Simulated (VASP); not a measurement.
# Al16O (a cell with a defect) in VASP: further runs

Al16O (a cell with a defect) is run at these levels: PBE; tasks: single point.

Program: VASP 6.6.1. These are calculated values, not measurements. Logs are shortened: lines on timing, memory, paths and dates and some standing lists are left out, and cuts for length are marked.

### Step 1. The cell of the first run

The cell holds a defect, 17 atoms: a = 6.996 Å, b = 6.996 Å, c = 6.996 Å, α = 109.47°, β = 109.47°, γ = 109.47°.

### Step 2. Single point, PBE

INCAR

```
SYSTEM = Al16O
PREC = Accurate ; ENCUT = 520
EDIFF = 1E-7 ; ISMEAR = 1
SIGMA = 0.1 ; LREAL = Auto
LASPH = .True. ; NELM = 80
ALGO = Normal ; ISIF = 2
LWAVE = .False. ; LCHARG = .False.
GGA = PE ; NBANDS = 41
```

KPOINTS

```
regular mesh
0
Gamma
  3 3 3
  0 0 0
```

POSCAR

```
Al16O
1.0
   -4.0389296000      4.0389296000      4.0389296000
    4.0389296000     -4.0389296000      4.0389296000
    4.0389296000      4.0389296000     -4.0389296000
Al O
16 1
Direct
   -0.0209317835      0.0102312999      0.0124541661
   -0.0139805606      0.2457475367      0.7549518813
   -0.0012082409      0.4596248719      0.4822155108
   -0.0166337388      0.7437480465      0.2261677203
    0.2163282321     -0.0229159726      0.7445835402
    0.2450627018      0.2408893188      0.5078011263
    0.2324773128      0.4930985923      0.2477876812
    0.2495047203      0.7394254904      0.0119666607
    0.4808517831      0.0051211588      0.5077616357
    0.4586460234      0.2190936925      0.2244748212
    0.4870705100      0.4887749219     -0.0016439999
    0.4855703600      0.7464058051      0.7548804515
    0.7320106545     -0.0073723741      0.2477198414
    0.7282418342      0.2474191429     -0.0019356614
    0.7451606733      0.5059221631      0.7450972901
    0.7001629838      0.7591794866      0.4828334963
    0.9042055351      0.6639231840      0.5906615703
```

Potentials or basis: VASP PAW PBE potentials, release 64 (Al, O).

Launch:

```bash
cat potpaw_PBE.64/Al/POTCAR potpaw_PBE.64/O/POTCAR > POTCAR
mpirun -np 1 vasp_std > vasp.out
```

OUTCAR:

```text
SYSTEM = Al16O
   PREC = Accurate
   ENCUT = 520
   EDIFF = 1E-7
   ISMEAR = 1
   LREAL = Auto
   LASPH = .True.
   NELM = 80
   ISIF = 2
   GGA = PE

 ion  position               nearest neighbor table
   1  0.979  0.010  0.012-  10 2.75   4 2.75  13 2.76   7 2.76  14 2.79   2 2.82  12 2.82   6 2.84
                            15 2.89   5 2.89  16 3.03   8 3.09
   2  0.986  0.246  0.755-  16 2.80   3 2.80   7 2.82   1 2.82   8 2.82   5 2.85  14 2.86  11 2.86
                            15 2.86   9 2.89   6 2.89  13 2.90
   3  0.999  0.460  0.482-  17 1.82   6 2.66  13 2.68   7 2.68  14 2.79   2 2.80  12 2.80  15 2.97
                             5 2.97   8 3.03  10 3.09   4 3.09
   4  0.983  0.744  0.226-  15 2.75   1 2.75   8 2.75  11 2.84  14 2.84   6 2.85   9 2.85   7 2.86
                            13 2.86   5 2.97  16 3.09   3 3.09
   5  0.216  0.977  0.745-  17 2.10  10 2.74   2 2.85  12 2.86   6 2.86   9 2.87   8 2.89   1 2.89
                            11 2.92  14 2.93  16 2.96   4 2.97   3 2.97
   6  0.245  0.241  0.508-   3 2.66   9 2.69  11 2.80   1 2.84  10 2.85   4 2.85  15 2.86   5 2.86
                            12 2.89   2 2.89   7 2.93  13 2.93
   7  0.232  0.493  0.248-  16 2.68   3 2.68   8 2.76   1 2.76   2 2.82   4 2.86  10 2.86  11 2.88
                            14 2.88  12 2.90   9 2.93   6 2.93
   8  0.250  0.739  0.012-  10 2.75   4 2.75   7 2.76  13 2.76  11 2.79  12 2.82   2 2.82   9 2.84
                            15 2.89   5 2.89   3 3.03   1 3.09
   9  0.481  0.005  0.508-  16 2.66   6 2.69  14 2.80   8 2.84  10 2.85   4 2.85  15 2.86   5 2.87
                             2 2.89  12 2.89  13 2.92   7 2.93
  10  0.459  0.219  0.224-   5 2.74   1 2.75   8 2.75  11 2.84  14 2.84   6 2.85   9 2.85  13 2.86
                             7 2.86  15 2.98  16 3.09   3 3.09
  11  0.487  0.489  0.998-  14 2.76  16 2.79   8 2.79   6 2.80  10 2.84   4 2.84   2 2.86  12 2.86
                            13 2.88   7 2.88  15 2.92   5 2.92
  12  0.486  0.746  0.755-  16 2.80   3 2.80  13 2.82   8 2.82   1 2.82   5 2.86  15 2.86  14 2.86
                            11 2.86   6 2.89   9 2.89   7 2.90
  13  0.732  0.993  0.248-   3 2.68  16 2.69   1 2.76   8 2.76  12 2.82  10 2.86   4 2.86  11 2.88
                            14 2.88   2 2.90   9 2.92   6 2.93
  14  0.728  0.247  0.998-  11 2.76   3 2.79   1 2.79   9 2.80  10 2.84   4 2.84   2 2.86  12 2.86
                             7 2.88  13 2.88  15 2.92   5 2.93
  15  0.745  0.506  0.745-  17 2.10   4 2.75  12 2.86   6 2.86   9 2.86   2 2.86   1 2.89   8 2.89
                            11 2.92  14 2.92  16 2.96   3 2.97  10 2.98
  16  0.700  0.759  0.483-  17 1.82   9 2.66   7 2.68  13 2.69  11 2.79  12 2.80   2 2.80  15 2.96
                             5 2.96   1 3.03   4 3.09  10 3.09
  17  0.904  0.664  0.591-   3 1.82  16 1.82   5 2.10  15 2.10

  LATTYP: Found a body centered cubic cell.
 ALAT       =     8.0778592000

  Lattice vectors:

 A1 = (  -4.0389296000,   4.0389296000,   4.0389296000)
 A2 = (   4.0389296000,  -4.0389296000,   4.0389296000)
 A3 = (   4.0389296000,   4.0389296000,  -4.0389296000)

Analysis of symmetry for initial positions (statically):
=====================================================================
 Subroutine PRICEL returns:
 Original cell was already a primitive cell.

 Routine SETGRP: Setting up the symmetry group for a
 body centered cubic supercell.

 Subroutine GETGRP returns: Found  1 space group operations
 (whereof  1 operations were pure point group operations)
 out of a pool of 48 trial point group operations.

The static configuration has the point symmetry C_1 .

Analysis of symmetry for dynamics (positions and initial velocities):
=====================================================================
 Subroutine PRICEL returns:
 Original cell was already a primitive cell.

 Routine SETGRP: Setting up the symmetry group for a
 body centered cubic supercell.

 Subroutine GETGRP returns: Found  1 space group operations
 (whereof  1 operations were pure point group operations)
 out of a pool of 48 trial point group operations.

The dynamic configuration has the point symmetry C_1 .

 Subroutine INISYM returns: Found  1 space group operations
 (whereof  1 operations are pure point group operations),
 and found     1 'primitive' translations

----------------------------------------------------------------------------------------

                                     Primitive cell

  volume of cell :     263.5475

  direct lattice vectors                    reciprocal lattice vectors
    -4.038929600  4.038929600  4.038929600     0.000000000  0.123795176  0.123795176
     4.038929600 -4.038929600  4.038929600     0.123795176  0.000000000  0.123795176
     4.038929600  4.038929600 -4.038929600     0.123795176  0.123795176  0.000000000

  length of vectors
[... 63 lines left out ...]
 ===========================================

 Found     14 irreducible k-points:

 Following reciprocal coordinates:
            Coordinates               Weight
  0.000000  0.000000  0.000000      1.000000
  0.333333  0.000000  0.000000      2.000000
  0.000000  0.333333  0.000000      2.000000
  0.000000  0.000000  0.333333      2.000000
  0.333333  0.000000 -0.333333      2.000000
  0.333333 -0.333333  0.000000      2.000000
  0.000000  0.333333 -0.333333      2.000000
  0.333333  0.333333  0.000000      2.000000
  0.000000  0.333333  0.333333      2.000000
  0.333333  0.000000  0.333333      2.000000
 -0.333333 -0.333333 -0.333333      2.000000
 -0.333333  0.333333  0.333333      2.000000
  0.333333 -0.333333  0.333333      2.000000
  0.333333  0.333333 -0.333333      2.000000
   k-points           NKPTS =     14   k-points in BZ     NKDIM =     14   number of bands    NBANDS=     41
   number of dos      NEDOS =    301   number of ions     NIONS =     17
   total plane-waves  NPLWV = 157464
   dimension x,y,z NGX =    54 NGY =   54 NGZ =   54
   dimension x,y,z NGXF=   108 NGYF=  108 NGZF=  108
   ions per type =              16   1
   NGX,Y,Z   is equivalent  to a cutoff of  12.83, 12.83, 12.83 a.u.
   NGXF,Y,Z  is equivalent  to a cutoff of  25.67, 25.67, 25.67 a.u.
 SYSTEM =  Al16O
   PREC   = accura    normal or accurate (medium, high low for compatibility)
   ISTART =      0    job   : 0-new  1-cont  2-samecut
   ICHARG =      2    charge: 1-file 2-atom 10-const
   ISPIN  =      1    spin polarized calculation?
   LNONCOLLINEAR =      F non collinear calculations
   LSORBIT =      F    spin-orbit coupling
   LASPH  =      T    aspherical Exc in radial PAW
   ENCUT  =  520.0 eV  38.22 Ry    6.18 a.u.  13.01 13.01 13.01*2*pi/ulx,y,z
   NELM   =     80;   NELMIN=  2; NELMDL= -5     # of ELM steps
   EDIFF  = 0.1E-06   stopping-criterion for ELM
   LREAL  =      T    real-space projection
   EDIFFG = 0.1E-05   stopping-criterion for IOM
   NSW    =      0    number of steps for IOM
   IBRION =     -1    ionic relax: 0-MD 1-quasi-New 2-CG
   NFREE  =      0    steps in history (QN), initial steepest desc. (CG)
   ISIF   =      2    stress and relaxation
   ISYM   =      2    0-nonsym 1-usesym 2-fastsym
   POTIM  = 0.5000    time-step for ionic-motion
   TEBEG  =    0.0;   TEEND  =   0.0 temperature during run
   PSTRESS=    0.0 pullay stress
   NELECT =      54.0000    total number of electrons
   NUPDOWN=      -1.0000    fix difference up-down
   EMIN   =  10.00;   EMAX   =-10.00  energy-range for DOS
   EFERMI =   0.00;   METHOD = LEGACY
   ISMEAR =     1;   SIGMA  =   0.10  broadening in eV -4-tet -1-fermi 0-gaus
   EFERMI_NEDOS =   21; number of points for ismear=-14 and -15
   IALGO  =     38    algorithm
   IMIX   =      4    mixing-type and parameters
     AMIX     =   0.40;   BMIX     =  1.00
     AMIX_MAG =   1.60;   BMIX_MAG =  1.00
  volume/ion in A,a.u.               =      15.50       104.62
  Fermi-wavevector in a.u.,A,eV,Ry     =   0.965131  1.823834 12.673537  0.931479
  Thomas-Fermi vector in A             =   2.094822
   LORBIT       =      0    0 simple, 1 ext, 2 COOP (PROOUT), +10 PAW based schemes
   GGA     = PE    functional components
   LHFCALC =     F    Hartree Fock is set to
   AEXX    =    0.0000 exact exchange contribution
   IVDW    =     0    specifies the selected vdW correction
   LEPSILON=     F    determine dielectric tensor
   LRPA    =     F    only Hartree local field effects (RPA)
 non-spin polarized calculation
 Methfessel and Paxton  Order N= 1 SIGMA  =   0.10
  energy-cutoff  :      520.00
  volume of cell :      263.55
 maximum number of plane-waves:      7135
 NGX is ok and might be reduce to    54
   NGX = 25   NGY = 25   NGZ = 25

 number of electron      53.9999998 magnetization

 Free energy of the ion-electron system (eV)
  ---------------------------------------------------
  ext. energy  EPLUGINS =         0.00000000
  ---------------------------------------------------
  free energy    TOTEN  =       -67.67920636 eV

  energy without entropy =      -67.67092039  energy(sigma->0) =      -67.67644437

 E-fermi :   8.4479     XC(G=0): -10.3299

 val. band max:        8.4255361813   @ k =  -0.3333  -0.3333  -0.3333
 cond. band min:       8.4639968768   @ k =   0.3333   0.0000   0.3333
 fundamental gap:      0.0384606955
 Fermi energy:         8.4478988991

 k-point     1 :       0.0000    0.0000    0.0000
  band No.  band energies     occupation
      1     -12.6906      2.00000
      2      -2.7117      2.00000
      3      -0.5266      2.00000
      4      -0.0416      2.00000
      5       0.4024      2.00000
      6       1.2398      2.00000
[... 577 lines left out ...]
     38      11.1098      0.00000
     39      11.2282      0.00000
 [bands above 39 left out]

------------------------ aborting loop because EDIFF is reached ----------------------------------------

  FORCE on cell =-STRESS in cart. coord.  units (eV):
  Direction    XX          YY          ZZ          XY          YZ          ZX
  --------------------------------------------------------------------------------------
  -------------------------------------------------------------------------------------
  Total        7.1704681      7.1807809      1.7224810     -0.5159111     -0.0126674     -0.0035091
  in kB       43.5912424     43.6539372     10.4714346     -3.1363652     -0.0770085     -0.0213326
  external PRESSURE =      32.5722047 kB  Pullay stress =       0.0000000 kB

 VOLUME and BASIS-vectors are now :
 -----------------------------------------------------------------------------
  energy-cutoff  :      520.00
  volume of cell :      263.55
      direct lattice vectors                 reciprocal lattice vectors
    -4.038929600  4.038929600  4.038929600     0.000000000  0.123795176  0.123795176
     4.038929600 -4.038929600  4.038929600     0.123795176  0.000000000  0.123795176
     4.038929600  4.038929600 -4.038929600     0.123795176  0.123795176  0.000000000

 POSITION                                       TOTAL-FORCE (eV/Angst)
 -----------------------------------------------------------------------------------
     -3.86276      3.96337      3.94541        -0.006520      0.002470     -0.000559
      0.05929      6.03910      1.92582         0.009818     -0.008855      0.009086
     -0.23002      4.12529      3.94281        -0.001459      0.028481      0.014481
     -0.05433      1.88128      6.06222        -0.008455     -0.013414      0.004440
      6.07996     -0.06532      1.81279        -0.013617      0.000597     -0.009727
      2.03412      2.06783     -0.08825        -0.000567     -0.005986     -0.004805
[... 9 lines left out ...]
      2.18849      1.71177      3.94405         0.026633     -0.010004      0.010861
      1.41516      3.35612      3.94792         0.004626     -0.011655     -0.005374
 -----------------------------------------------------------------------------------
    total drift:                               -0.003867      0.001225     -0.000225

  FREE ENERGIE OF THE ION-ELECTRON SYSTEM (eV)
  ---------------------------------------------------
  free  energy   TOTEN  =       -67.6792063598 eV

  energy  without entropy=      -67.6709203871  energy(sigma->0) =      -67.67644437
```

It took 2.5 min on 1 thread of Intel Xeon 6975P-C (Granite Rapids), shared host; peak memory 0.4 GiB.

What came out:

* Free energy: -67.6792 eV
* Pressure: 3.3 GPa
* Largest force: 0.032 eV/Å
* Band gap on the k mesh: zero (band 27 reaches 9.33 eV, above the bottom of band 28 at 7.97 eV)

Forces in eV/Å, atoms in the order of the input:
```
Al  -0.007  0.002 -0.001
Al   0.010 -0.009  0.009
Al  -0.001  0.028  0.014
Al  -0.008 -0.013  0.004
Al  -0.014  0.001 -0.010
Al  -0.001 -0.006 -0.005
Al  -0.003 -0.003 -0.013
Al   0.003 -0.005 -0.003
Al  -0.001 -0.007 -0.006
Al   0.009  0.010  0.006
Al  -0.002  0.000  0.000
Al  -0.003  0.005  0.003
Al  -0.013  0.007 -0.006
Al   0.003  0.001  0.000
Al  -0.003  0.010  0.002
Al   0.027 -0.010  0.011
O    0.005 -0.012 -0.005
```

Levels at points of the mesh, in eV from the Fermi level:
| k point | band 24 | band 25 | band 26 | band 27 | band 28 | band 29 |
| --- | --- | --- | --- | --- | --- | --- |
| (0.00, 0.00, 0.00) | 0.76 | 0.80 | 0.85 | 0.88 | 0.93 | 1.07 |

Caveat: the k points lie up to 0.37 Å⁻¹ apart.

### Step 3. Single point, PBE

INCAR

```
PREC = Accurate
ENCUT = 520
EDIFF = 1E-6
ISMEAR = 1
SIGMA = 0.1
LREAL = Auto
LASPH = T
NELM = 100
ALGO = Normal
ISIF = 2
LWAVE = F
LCHARG = F
GGA = PE
NBANDS = 41
```

KPOINTS

```
regular mesh
0
Gamma
  3 3 3
```

POSCAR

```
Al16O
1.0
   -4.0389296000      4.0389296000      4.0389296000
    4.0389296000     -4.0389296000      4.0389296000
    4.0389296000      4.0389296000     -4.0389296000
Al O
16 1
Direct
   -0.0099281255      0.0157249584      0.0176744848
   -0.0167353746      0.2449056057      0.7536057326
   -0.0296472115      0.4455467607      0.4677268948
   -0.0138326254      0.7450003585      0.2267949904
    0.2689535614      0.0438809332      0.7672677682
    0.2372980207      0.2450133075      0.5003886426
    0.2412327266      0.5037749358      0.2546215463
    0.2246095104      0.7454071495     -0.0152347295
    0.4822710948     -0.0136771386      0.4960774756
    0.4833899556      0.2450617114      0.2536867689
    0.4889580150      0.5089298907      0.0119209803
    0.5102670024      0.7451107838      0.7507936014
    0.7248744816     -0.0194065031      0.2478895646
    0.7370917037      0.2453584484      0.0002124325
    0.7196323749      0.4745681876      0.7469360199
    0.7530622717      0.7455278498      0.5131723514
    1.0648588676      0.7444797998      0.6712242521
```

Potentials or basis: VASP PAW PBE potentials, release 64 (Al, O).

Launch:

```bash
cat potpaw_PBE.64/Al/POTCAR potpaw_PBE.64/O/POTCAR > POTCAR
mpirun -np 1 vasp_std > vasp.out
```

It took 2.4 min on 1 thread of Intel Xeon 6975P-C (Granite Rapids), shared host; peak memory 0.4 GiB.

Results (log left out):

```
Free energy            : -67.6792 eV
Pressure               : 3.3 GPa
Largest force          : 0.028 eV/Å
Band gap on the k mesh : zero (band 27 reaches 9.33 eV, above the bottom of band 28 at 7.97 eV)
```

Forces on the atoms (eV/Å):
```
Al  -0.002  0.003 -0.003
Al   0.002  0.001  0.003
Al   0.016 -0.002 -0.023
Al  -0.001  0.007  0.003
Al   0.015  0.004 -0.001
Al  -0.007 -0.002  0.002
Al   0.003  0.001  0.002
Al  -0.006 -0.010 -0.004
Al  -0.003  0.001  0.001
Al   0.000  0.003  0.002
Al   0.002  0.002  0.005
Al   0.003 -0.005 -0.002
Al   0.002  0.000  0.003
Al  -0.008 -0.001 -0.002
Al   0.002  0.001  0.005
Al  -0.012  0.007 -0.007
O   -0.008 -0.009  0.016
```

Stress tensor (GPa, compression positive):
```
4.35 0.00 0.30
0.00 1.07 0.00
0.30 0.00 4.35
```

Levels at points of the mesh, in eV from the Fermi level:
| k point | band 22 | band 23 | band 24 | band 25 | band 26 | band 27 | band 28 | band 29 | band 30 | band 31 |
| --- | --- | --- | --- | --- | --- | --- | --- | --- | --- | --- |
| (0.00, 0.00, 0.00) | -1.41 | -0.98 | 0.76 | 0.79 | 0.85 | 0.88 | 0.93 | 1.07 | 1.08 | 1.12 |

Caveat: the k points lie up to 0.37 Å⁻¹ apart.
